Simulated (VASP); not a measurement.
# C (R-3m) in VASP: a series of runs

Runs on C. Level: PBE+D3(BJ). Tasks: single point.

Program: VASP 6.6.1. These are calculated values, not measurements. Logs are shortened: lines on timing, memory, paths and dates and some standing lists are left out, and cuts for length are marked.

## 1. The cell of the first run

Symmetry: R-3m, No. 166, trigonal system. Conventional cell: a = 2.506 Å, b = 2.506 Å, c = 10.253 Å, α = 90.00°, β = 90.00°, γ = 120.00°. Within 1.9 Å of C (site symmetry 3m) lie 3 C at 1.46 Å.

## 2. Single point, PBE+D3(BJ)

File INCAR:

```
PREC     = Accurate       # precision mode
ENCUT    = 520            # plane-wave cutoff, eV
EDIFF    = 1E-7           # SCF threshold, eV
ISMEAR   = 0              # smearing method
SIGMA    = 0.05           # smearing width, eV
LREAL    = False          # projectors in reciprocal space
LASPH    = True           # aspherical terms in the spheres
NELM     = 100            # most SCF steps
ALGO     = Normal         # electronic algorithm
ISIF     = 2              # what is computed and relaxed
LWAVE    = False          # write WAVECAR
LCHARG   = True           # write CHGCAR
GGA      = PE             # functional
IVDW     = 12             # dispersion correction
LELF     = True           # ELF
LVHAR    = True         
NBANDS   = 11             # bands
```

File KPOINTS:

```
regular mesh
0
Gamma
  15 15 15
```

File POSCAR:

```
C
1.0
    1.2530811925      0.7234667638      3.4175230126
   -1.2530811925      0.7234667638      3.4175230126
    0.0000000000     -1.4469335276      3.4175230125
C
2
Direct
    0.1590590155      0.1590590155      0.1590590155
    0.8409409845      0.8409409845      0.8409409845
```

Potentials or basis: VASP PAW PBE potentials, release 64 (C).

Run with:

```
cat potpaw_PBE.64/C/POTCAR > POTCAR
mpirun -np 1 vasp_std > vasp.out
```

OUTCAR:

```text
PREC = Accurate
   ENCUT = 520
   EDIFF = 1E-7
   ISMEAR = 0
   LREAL = False
   LASPH = True
   NELM = 100
   ISIF = 2
   GGA = PE
   IVDW = 12
 IVDW          = 12

 ion  position               nearest neighbor table
   1  0.159  0.159  0.159-   2 1.46   2 1.46   2 1.46
   2  0.841  0.841  0.841-   1 1.46   1 1.46   1 1.46

  LATTYP: Found a trigonal (rhomboedric) cell.
 ALAT       =     3.7112100688
 COS(alpha) =     0.7719881893

  Lattice vectors:

 A1 = (   1.2530811925,   0.7234667638,   3.4175230126)
 A2 = (  -1.2530811925,   0.7234667638,   3.4175230126)
 A3 = (   0.0000000000,  -1.4469335276,   3.4175230125)

Analysis of symmetry for initial positions (statically):
=====================================================================
 Subroutine PRICEL returns:
 Original cell was already a primitive cell.

 Routine SETGRP: Setting up the symmetry group for a
 trigonal (rhombohedral) supercell.

 Subroutine GETGRP returns: Found 12 space group operations
 (whereof 12 operations were pure point group operations)
 out of a pool of 12 trial point group operations.

The static configuration has the point symmetry D_3d.

Analysis of symmetry for dynamics (positions and initial velocities):
=====================================================================
 Subroutine PRICEL returns:
 Original cell was already a primitive cell.

 Routine SETGRP: Setting up the symmetry group for a
 trigonal (rhombohedral) supercell.

 Subroutine GETGRP returns: Found 12 space group operations
 (whereof 12 operations were pure point group operations)
 out of a pool of 12 trial point group operations.

The dynamic configuration has the point symmetry D_3d.

 Subroutine INISYM returns: Found 12 space group operations
 (whereof 12 operations are pure point group operations),
 and found     1 'primitive' translations

----------------------------------------------------------------------------------------

                                     Primitive cell

  volume of cell :      18.5892

  direct lattice vectors                    reciprocal lattice vectors
     1.253081193  0.723466764  3.417523013     0.399016443  0.230372251  0.097536529
    -1.253081193  0.723466764  3.417523013    -0.399016443  0.230372251  0.097536529
     0.000000000 -1.446933528  3.417523012     0.000000000 -0.460744501  0.097536529

  length of vectors
     3.711210069  3.711210069  3.711210069     0.470955274  0.470955274  0.470955274

  position of ions in fractional coordinates (direct lattice)
     0.159059015  0.159059015  0.159059015
[... 88 lines left out ...]
   PSTRESS=    0.0 pullay stress
   NELECT =       8.0000    total number of electrons
   NUPDOWN=      -1.0000    fix difference up-down
   EMIN   =  10.00;   EMAX   =-10.00  energy-range for DOS
   EFERMI =   0.00;   METHOD = LEGACY
   ISMEAR =     0;   SIGMA  =   0.05  broadening in eV -4-tet -1-fermi 0-gaus
   EFERMI_NEDOS =   21; number of points for ismear=-14 and -15
   IALGO  =     38    algorithm
   IMIX   =      4    mixing-type and parameters
     AMIX     =   0.40;   BMIX     =  1.00
     AMIX_MAG =   1.60;   BMIX_MAG =  1.00
  volume/ion in A,a.u.               =       9.29        62.72
  Fermi-wavevector in a.u.,A,eV,Ry     =   1.235999  2.335699 20.785520  1.527693
  Thomas-Fermi vector in A             =   2.370625
   LORBIT       =      0    0 simple, 1 ext, 2 COOP (PROOUT), +10 PAW based schemes
   GGA     = PE    functional components
   LHFCALC =     F    Hartree Fock is set to
   AEXX    =    0.0000 exact exchange contribution
   IVDW    =    12    specifies the selected vdW correction
   LEPSILON=     F    determine dielectric tensor
   LRPA    =     F    only Hartree local field effects (RPA)
 non-spin polarized calculation
 Gauss-broadening in eV      SIGMA  =   0.05
  energy-cutoff  :      520.00
  volume of cell :       18.59
 maximum number of plane-waves:       517
   NGX = 13   NGY = 13   NGZ = 13

 number of electron       8.0000000 magnetization

 Free energy of the ion-electron system (eV)
  ---------------------------------------------------
  ext. energy  EPLUGINS =         0.00000000
  ---------------------------------------------------
  free energy    TOTEN  =       -18.19908852 eV

  energy without entropy =      -18.19908852  energy(sigma->0) =      -18.19908852

 E-fermi :   3.9753     XC(G=0): -10.1256

 val. band max:        3.7451457567   @ k =  -0.3333   0.3333   0.0000
 cond. band min:       4.6028668712   @ k =  -0.3333   0.3333   0.0000
 fundamental gap:      0.8577211145
 Fermi energy:         3.9752883509

 k-point     1 :       0.0000    0.0000    0.0000
  band No.  band energies     occupation
      1     -14.9619      2.00000
      2      -1.9887      2.00000
      3       1.3997      2.00000
      4       1.3997      2.00000
      5       8.0045      0.00000
      6      12.2379      0.00000
      7      12.2379      0.00000
      8      15.3732      0.00000
      9      15.6825      0.00000
     10      26.3072      0.00000
     11      29.3746      0.00000
[... 309 lines left out ...]
 k-point    24 :       0.2000    0.1333   -0.0000
  band No.  band energies     occupation
      1     -14.2124      2.00000
      2      -1.5032      2.00000
      3      -0.9252      2.00000
      4       0.0609      2.00000
      5       9.1674      0.00000
      6      12.4356      0.00000
      7      13.5587      0.00000
      8      14.3323      0.00000
      9      17.4089      0.00000
     10      24.7711      0.00000
     11      28.0317      0.00000

 [... further k-points ...]

------------------------ aborting loop because EDIFF is reached ----------------------------------------

 Edisp (eV)   -0.30272

 E8    (eV) :    -0.0856

  FORCE on cell =-STRESS in cart. coord.  units (eV):
  Direction    XX          YY          ZZ          XY          YZ          ZX
  --------------------------------------------------------------------------------------
  -------------------------------------------------------------------------------------
  Total      -2.15462    -2.15462    -0.50759     0.00000    -0.00000     0.00000
  in kB    -185.70392  -185.70392   -43.74872     0.00000    -0.00000     0.00000
  external pressure =     -138.39 kB  Pullay stress =        0.00 kB

 VOLUME and BASIS-vectors are now :
 -----------------------------------------------------------------------------
  energy-cutoff  :      520.00
  volume of cell :       18.59
      direct lattice vectors                 reciprocal lattice vectors
     1.253081193  0.723466764  3.417523013     0.399016443  0.230372251  0.097536529
    -1.253081193  0.723466764  3.417523013    -0.399016443  0.230372251  0.097536529
     0.000000000 -1.446933528  3.417523012     0.000000000 -0.460744501  0.097536529

 POSITION                                       TOTAL-FORCE (eV/Angst)
 -----------------------------------------------------------------------------------
      0.00000      0.00000      1.63076         0.000000     -0.000000      2.552333
      0.00000      0.00000      8.62181         0.000000      0.000000     -2.552333
 -----------------------------------------------------------------------------------
    total drift:                               -0.000000      0.000000     -0.000000

  FREE ENERGIE OF THE ION-ELECTRON SYSTEM (eV)
  ---------------------------------------------------
  free  energy   TOTEN  =       -18.5018093630 eV

  energy  without entropy=      -18.5018093630  energy(sigma->0) =      -18.50180936
```

stdout:

```text
POSCAR found type information on POSCAR C
 POSCAR found :  1 types and       2 ions
 scaLAPACK will be used
 LDA part: xc-table for (Slater+PW92), standard interpolation
 POSCAR, INCAR and KPOINTS ok, starting setup
 FFT: planning ... GRIDC
 FFT: planning ... GRID_SOFT
 FFT: planning ... GRID
 WAVECAR not read
 entering main loop
```

Wall time 62 s (1 thread of Intel Xeon Platinum 8488C (Sapphire Rapids), shared host); peak memory 0.2 GiB.

What came out:

```
Free energy                : -18.5018 eV
Pressure                   : -13.8 GPa
Largest force              : 2.552 eV/Å
Band gap on the k mesh     : 0.86 eV, direct
Dispersion energy per atom : -0.151 eV
```

Forces in eV/Å, atoms in the order of the input:
```
C    0.000  0.000  2.552
C    0.000  0.000 -2.552
```

Stress tensor (GPa, compression positive):
```
-18.57   0.00   0.00
  0.00 -18.57   0.00
  0.00   0.00  -4.37
```

Caveat: forces of over 1 eV/Å act on the atoms, so gaps and moduli don't describe the material at rest.

## 3. Single point, PBE+D3(BJ)

File INCAR:

```
SYSTEM = C
  PREC = Accurate
  ENCUT = 520
  EDIFF = 1E-6
  ISMEAR = 0
  SIGMA = 0.05
  LREAL = .FALSE.
  LASPH = .TRUE.
  NELM = 80
  ALGO = Normal
  ISIF = 2
  LWAVE = .FALSE.
  LCHARG = .TRUE.
  GGA = PE
  IVDW = 12
  LELF = .TRUE.
  LVHAR = .TRUE.
  NBANDS = 11
```

File KPOINTS:

```
regular mesh
0
G
  15 15 15
  0 0 0
```

File POSCAR:

```
C
1.0
    1.2530811925      0.7234667638      3.4175230126
   -1.2530811925      0.7234667638      3.4175230126
    0.0000000000     -1.4469335276      3.4175230125
C
2
Direct
    0.1703638699      0.1703638699      0.1703638699
    0.8296361301      0.8296361301      0.8296361301
```

Potentials or basis: VASP PAW PBE potentials, release 64 (C).

Run with:

```
cat potpaw_PBE.64/C/POTCAR > POTCAR
mpirun -np 1 vasp_std > vasp.out
```

It took 60 s on 1 thread of Intel Xeon Platinum 8488C (Sapphire Rapids), shared host; peak memory 0.2 GiB.

The run converged. Its results:

- Free energy: -18.6505 eV
- Pressure: -13.0 GPa
- Largest force: 1.276 eV/Å
- Band gap on the k mesh: 0.50 eV, direct
- Dispersion energy per atom: -0.151 eV

Forces in eV/Å, atoms in the order of the input:
```
C    0.000  0.000 -1.276
C    0.000  0.000  1.276
```

Stress tensor (GPa, compression positive):
```
-18.95   0.00   0.00
  0.00 -18.95   0.00
  0.00   0.00  -1.23
```

Levels at points of the mesh, in eV from the valence-band top:
| k point | band 1 | band 2 | band 3 | band 4 | band 5 | band 6 | band 7 | band 8 |
| --- | --- | --- | --- | --- | --- | --- | --- | --- |
| (0.00, 0.00, 0.00) | -18.97 | -6.02 | -2.71 | -2.71 | 4.46 | 8.32 | 8.32 | 11.15 |

Caveat: forces of over 1 eV/Å act on the atoms, so gaps and moduli don't describe the material at rest.

## 4. Single point, PBE+D3(BJ)

File INCAR:

```
SYSTEM = C
  PREC = Accurate
  ENCUT = 520
  EDIFF = 1E-6
  ISMEAR = 0
  SIGMA = 0.05
  LREAL = .FALSE.
  LASPH = .TRUE.
  NELM = 60
  ALGO = Normal
  ISIF = 2
  LWAVE = .FALSE.
  LCHARG = .FALSE.
  GGA = PE
  IVDW = 12
  NBANDS = 11
```

KPOINTS is that of step 3.

File POSCAR:

```
C
1.0
    1.2530811925      0.7234667638      3.4175230126
   -1.2530811925      0.7234667638      3.4175230126
    0.0000000000     -1.4469335276      3.4175230125
C
2
Direct
    0.1628273003      0.1628273003      0.1628273003
    0.8371726997      0.8371726997      0.8371726997
```

Run with:

```
cat potpaw_PBE.64/C/POTCAR > POTCAR
mpirun -np 1 vasp_std > vasp.out
```

Run time: 52 s. Hardware: 1 thread of Intel Xeon Platinum 8488C (Sapphire Rapids), shared host; peak memory 0.2 GiB.

The run converged. Its results:

| Quantity | Value |
| --- | --- |
| Free energy | -18.6499 eV |
| Pressure | -13.1 GPa |
| Largest force | 1.280 eV/Å |
| Band gap on the k mesh | 0.72 eV, direct |
| Dispersion energy per atom | -0.151 eV |

Forces in eV/Å, atoms in the order of the input:
```
C    0.000  0.000  1.280
C    0.000  0.000 -1.280
```

Stress tensor (GPa, compression positive):
```
-18.87   0.00   0.00
  0.00 -18.87   0.00
  0.00   0.00  -1.51
```

Levels at points of the mesh, in eV from the valence-band top:
| k point | band 1 | band 2 | band 3 | band 4 | band 5 | band 6 | band 7 | band 8 |
| --- | --- | --- | --- | --- | --- | --- | --- | --- |
| (0.00, 0.00, 0.00) | -18.86 | -5.91 | -2.60 | -2.60 | 4.55 | 8.40 | 8.40 | 11.24 |

Caveat: forces of over 1 eV/Å act on the atoms, so gaps and moduli don't describe the material at rest.
